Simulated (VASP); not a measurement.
The system is TiO2.

```xyz
6
Lattice="4.5940 0.0000 0.0000 0.0000 4.5940 0.0000 0.0000 0.0000 2.9590" Properties=species:S:1:pos:R:3 pbc="T T T"
Ti    0.0000    0.0000    0.0000
Ti    2.2970    2.2970    1.4795
O     1.4003    1.4003    0.0000
O     3.1937    3.1937    0.0000
O     3.6973    0.8967    1.4795
O     0.8967    3.6973    1.4795
```

Base run:

```yaml
Program: VASP 6.6.1
Functional: r2SCAN
Potentials_or_basis: VASP PAW PBE potentials, release 64 (Ti_sv, O)
Cutoff: 520 eV
k_mesh: 6 × 6 × 6
Occupations: gaussian, width 0.03 eV
Spin: no spin polarisation
```

Its results: band gap on the k mesh 2.23 eV, direct; pressure 1.1 GPa; largest force 0.055 eV/Å.

Question: The run is repeated on the same cell with these changes: functional from r2SCAN to PBE; further incar settings from ALGO = Normal; EDIFF = 1e-07; NBANDS = 33 to ALGO = Normal; EDIFF = 1e-06; NBANDS = 33. What comes out?

Answer: Band gap on the k mesh 1.86 eV, direct; pressure 5.6 GPa; largest force 0.097 eV/Å.

Caveats: the PAW data sets were made with another functional, which shifts forces and pressure a little (some runs).

A k mesh can miss the band edges.
